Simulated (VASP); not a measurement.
Set up this calculation in VASP 6.6.1, as the native input.

```
Task                   : single point
Functional             : r2SCAN
Potentials or basis    : VASP PAW PBE potentials, release 64 (V_sv)
Cutoff                 : 520 eV
k mesh                 : 18 × 18 × 18
Occupations            : gaussian, width 0.05 eV
Spin                   : collinear spin, ferromagnetic start
Starting moments       : [0.5] μB
Dipole correction      : no
Further INCAR settings : ALGO = Normal; EDIFF = 1e-06; NBANDS = 16
```

The system is V.

```
V
1.0
     0.00000    1.90037    1.90037
     1.90037    0.00000    1.90037
     1.90037    1.90037    0.00000
V
1
Direct
  0.00000 0.00000 0.00000
```

This isn't the form of V at room conditions, which is bcc.

The input as run:

POSCAR

```
V
1.0
    0.0000000000      1.9003685517      1.9003685517
    1.9003685517      0.0000000000      1.9003685517
    1.9003685517      1.9003685517      0.0000000000
V
1
Direct
    0.0000000000      0.0000000000      0.0000000000
```

INCAR.step1

```
PREC = Accurate ; ENCUT = 520
ISMEAR = 0 ; SIGMA = 0.05
LREAL = F ; LASPH = T
NELM = 150 ; ISPIN = 2
MAGMOM = 0.5 ; LMAXMIX = 4
NBANDS = 16 ; GGA = PE
ALGO = Normal ; EDIFF = 1E-4
LWAVE = T ; LCHARG = F
```

INCAR.step2

```
PREC = Accurate ; ENCUT = 520
EDIFF = 1E-6 ; ISMEAR = 0
SIGMA = 0.05 ; LREAL = F
LASPH = T ; NELM = 150
ALGO = Normal ; ISIF = 2
LWAVE = F ; LCHARG = F
ISPIN = 2 ; MAGMOM = 0.5
LORBIT = 11 ; LMAXMIX = 4
METAGGA = R2SCAN ; LMIXTAU = T
NBANDS = 16 ; ISTART = 1
```

KPOINTS

```
regular mesh
0
Gamma
  18 18 18
```

Potentials or basis: VASP PAW PBE potentials, release 64 (V_sv).

The run is started by

```bash
$ cat potpaw_PBE.64/V_sv/POTCAR > POTCAR
$ cp INCAR.step1 INCAR
$ mpirun -np 1 vasp_std > vasp.out
$ cp INCAR.step2 INCAR
$ mpirun -np 1 vasp_std > vasp.out
```

It gave:

| Quantity | Value |
| --- | --- |
| Pressure | 0.6 GPa |
| Net moment | 0.00 μB per cell |
| Valence electrons inside the program's atomic spheres | V 11.57 |

Caveat: the PAW data sets were made with another functional, which shifts forces and pressure a little.

Wall time 5.9 min on 1 thread of Intel Xeon 8259CL, with other jobs on the host, peak memory 0.18 GiB.
